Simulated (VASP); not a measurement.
# InF (zincblende type) (F-43m) in VASP: notebook, part 4 of 4

VASP 6.6.1.

## Step 6: Electric field gradients, PBE

This run uses another cell than the first one, of 27.12 Å³/atom, 0.943 times its volume.

The input, INCAR:

```
PREC = Accurate
ENCUT = 520
EDIFF = 1E-8
ISMEAR = -1
SIGMA = 0.05
LREAL = False
LASPH = True
NELM = 80
ALGO = Normal
ISIF = 2
LWAVE = False
LCHARG = False
GGA = PE
LEFG = True
NBANDS = 17
```

The input, KPOINTS:

```
regular mesh
0
Gamma
  13 13 13
```

The input, POSCAR:

```
InF
1.0
    0.0000000000      3.0044857676      3.0044857676
    3.0044857676      0.0000000000      3.0044857676
    3.0044857676      3.0044857676      0.0000000000
In F
1 1
Direct
    0.0000000000      0.0000000000      0.0000000000
    0.2500000000      0.2500000000      0.2500000000
```

Potentials or basis: VASP PAW PBE potentials, release 64 (In_d, F).

On the command line:

```
$ cat potpaw_PBE.64/In_d/POTCAR potpaw_PBE.64/F/POTCAR > POTCAR
$ mpirun -np 1 vasp_std > vasp.out
```

OUTCAR:

```text
PREC = Accurate
   ENCUT = 520
   EDIFF = 1E-8
   ISMEAR = -1
   LREAL = False
   LASPH = True
   NELM = 80
   ISIF = 2
   GGA = PE

 ion  position               nearest neighbor table
   1  0.000  0.000  0.000-   2 2.60   2 2.60   2 2.60   2 2.60
   2  0.250  0.250  0.250-   1 2.60   1 2.60   1 2.60   1 2.60

  LATTYP: Found a face centered cubic cell.
 ALAT       =     6.0089715352

  Lattice vectors:

 A1 = (   0.0000000000,   3.0044857676,   3.0044857676)
 A2 = (   3.0044857676,   0.0000000000,   3.0044857676)
 A3 = (   3.0044857676,   3.0044857676,   0.0000000000)

Analysis of symmetry for initial positions (statically):
=====================================================================
 Subroutine PRICEL returns:
 Original cell was already a primitive cell.

 Routine SETGRP: Setting up the symmetry group for a
 face centered cubic supercell.

 Subroutine GETGRP returns: Found 24 space group operations
[... 666 lines left out ...]
  volume of cell :       54.24
      direct lattice vectors                 reciprocal lattice vectors
     0.000000000  3.004485768  3.004485768    -0.166417829  0.166417829  0.166417829
     3.004485768  0.000000000  3.004485768     0.166417829 -0.166417829  0.166417829
     3.004485768  3.004485768  0.000000000     0.166417829  0.166417829 -0.166417829

 POSITION                                       TOTAL-FORCE (eV/Angst)
 -----------------------------------------------------------------------------------
      0.00000      0.00000      0.00000         0.000000      0.000000      0.000000
      1.50224      1.50224      1.50224        -0.000000     -0.000000     -0.000000
 -----------------------------------------------------------------------------------
    total drift:                               -0.000000     -0.000000     -0.000000

  FREE ENERGIE OF THE ION-ELECTRON SYSTEM (eV)
  ---------------------------------------------------
  free  energy   TOTEN  =        -7.4383484580 eV

  energy  without entropy=       -7.4383484576  energy(sigma->0) =       -7.43834846

 Electric field gradients (V/A^2)
---------------------------------------------------------------------
 ion       V_xx      V_yy      V_zz      V_xy      V_xz      V_yz
---------------------------------------------------------------------
   1      -0.000    -0.000    -0.000     0.001     0.001     0.001
   2      -0.000    -0.000    -0.000     0.005     0.005     0.005
---------------------------------------------------------------------

 Electric field gradients after diagonalization (V/A^2)
 (convention: |V_zz| > |V_xx| > |V_yy|)
----------------------------------------------------------------------
 ion       V_xx      V_yy      V_zz     asymmetry (V_yy - V_xx)/ V_zz
----------------------------------------------------------------------
   1      -0.001    -0.001     0.001       0.000
   2      -0.005    -0.005     0.009       0.000
----------------------------------------------------------------------

           NMR quadrupolar parameters

 Cq : quadrupolar parameter    Cq=e*Q*V_zz/h
 eta: asymmetry parameters     (V_yy - V_xx)/ V_zz
 Q  : nuclear electric quadrupole moment in mb (millibarn)
----------------------------------------------------------------------
 ion       Cq(MHz)       eta       Q (mb)
----------------------------------------------------------------------
   1       0.000       0.000       1.000
   2       0.000       0.000       1.000
----------------------------------------------------------------------
```

OSZICAR:

```text
N       E                     dE             d eps       ncg     rms          rms(c)
DAV:   1     0.165222651182E+03    0.16522E+03   -0.99565E+03  2881   0.133E+03
DAV:   2     0.633665898239E+01   -0.15889E+03   -0.15079E+03  3054   0.339E+02
DAV:   3    -0.838390225249E+01   -0.14721E+02   -0.14645E+02  3299   0.107E+02
DAV:   4    -0.873335346812E+01   -0.34945E+00   -0.34925E+00  3463   0.178E+01
DAV:   5    -0.874873680782E+01   -0.15383E-01   -0.15383E-01  3859   0.336E+00    0.614E+00
DAV:   6    -0.749662687429E+01    0.12521E+01   -0.52118E+00  4343   0.176E+01    0.311E+00
DAV:   7    -0.746331308319E+01    0.33314E-01   -0.36135E-01  2947   0.356E+00    0.119E+00
DAV:   8    -0.743815573446E+01    0.25157E-01   -0.41642E-02  3098   0.186E+00    0.291E-01
DAV:   9    -0.743729117536E+01    0.86456E-03   -0.10102E-02  3642   0.758E-01    0.121E-01
DAV:  10    -0.743844729836E+01   -0.11561E-02   -0.24765E-03  3007   0.350E-01    0.953E-02
DAV:  11    -0.743834030228E+01    0.10700E-03   -0.76656E-04  3600   0.186E-01    0.404E-02
DAV:  12    -0.743835132221E+01   -0.11020E-04   -0.11163E-04  3303   0.910E-02    0.185E-02
DAV:  13    -0.743834888545E+01    0.24368E-05   -0.10778E-05  3521   0.256E-02    0.847E-03
DAV:  14    -0.743834840934E+01    0.47611E-06   -0.21732E-06  3308   0.842E-03    0.124E-03
DAV:  15    -0.743834847701E+01   -0.67670E-07   -0.59336E-07  3663   0.521E-03    0.180E-03
DAV:  16    -0.743834846576E+01    0.11244E-07   -0.10585E-07  3434   0.273E-03    0.743E-04
DAV:  17    -0.743834845799E+01    0.77762E-08   -0.73103E-09  2398   0.644E-04
   1 F= -.74383485E+01 E0= -.74383485E+01  d E =-.350949E-09
```

stdout:

```text
POSCAR found type information on POSCAR InF
 POSCAR found :  2 types and       2 ions
 scaLAPACK will be used
 LDA part: xc-table for (Slater+PW92), standard interpolation
 POSCAR, INCAR and KPOINTS ok, starting setup
 FFT: planning ... GRIDC
 FFT: planning ... GRID_SOFT
 FFT: planning ... GRID
 WAVECAR not read
 entering main loop
ion   1

ion   2
```

Wall time 1.9 min (1 thread of AMD EPYC 7R43 (Zen 3), shared host); peak memory 0.18 GiB.

What came out:

| Item | Value |
| --- | --- |
| Free energy | -7.4383 eV |
| Pressure | -0.1 GPa |
| Band gap on the k mesh | 1.92 eV, direct |

Levels at points of the mesh, in eV from the valence-band top:
```
           k point  band 8  band 9  band 10  band 11  band 12  band 13
(0.00, 0.00, 0.00)   -3.37   -3.37    -3.37     6.40     6.40     6.40
```

Caveat: without QUAD_EFG the Cq values of the log hold for a quadrupole moment of 1 mb, not for the nuclei; spin-orbit coupling is left out, which moves the levels of the heavy elements. As with any semilocal functional, this PBE gap is likely too small.

## Step 7: Summary

```tsv
cell	k mesh	gap on the mesh (eV)	pressure (GPa)
a = 4.332 Å, angles 60.0°, 2 atoms	13 × 13 × 13	2.14	-1.2
a = 4.249 Å, angles 60.0°, 2 atoms	16 × 16 × 16	1.84	-0.1
a = 4.163 Å, angles 60.0°, 2 atoms	13 × 13 × 13	1.66	1.4
a = 4.206 Å, angles 60.0°, 2 atoms	13 × 13 × 13	1.79	0.6
a = 4.249 Å, angles 60.0°, 2 atoms	13 × 13 × 13	1.92	-0.1
```

Alike in all rows: task electric field gradients; level PBE; potentials or basis VASP PAW PBE potentials, release 64 (In_d, F); no spin polarisation; cutoff (eV) 520; smearing fermi-dirac 0.05 eV.

Caveats: spin-orbit coupling is left out, which moves the levels of the heavy elements.

Absolute energies hang on the potentials; compare differences alone.
